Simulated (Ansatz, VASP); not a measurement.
B: VASP beside Ansatz

```xyz
1
Lattice="1.8781 0.0000 0.0000 0.0000 1.8781 0.0000 0.0000 0.0000 1.8781" Properties=species:S:1:pos:R:3 pbc="T T T"
B     0.0000    0.0000    0.0000
```

Alike in both runs: functional PBEsol; k mesh 20 × 20 × 20; occupations fermi-dirac, width 0.05 eV; no spin polarisation.

Ansatz relaxed the structure, and its values are those at the end. VASP's run is a single point on that final structure, the one shown.

|  | VASP | Ansatz |
| --- | --- | --- |
| version | VASP 6.6.1 | Ansatz 0.2.0 |
| potentials or method | VASP PAW PBE potentials, release 64 (B) | PAW with Ansatz's default frozen-core files, scalar-relativistic |
| plane-wave cutoff (eV) | 500 | 420 |
| valence electrons in the cell | 3 | 3 |

|  | VASP | Ansatz | Ansatz less VASP |
| --- | --- | --- | --- |
| pressure (GPa) | 0.3 | 0.0 | -0.34 |

VASP's potentials were made for PBE, not for PBEsol. With one functional, cell and mesh, what is left measures potentials, basis and numerics.
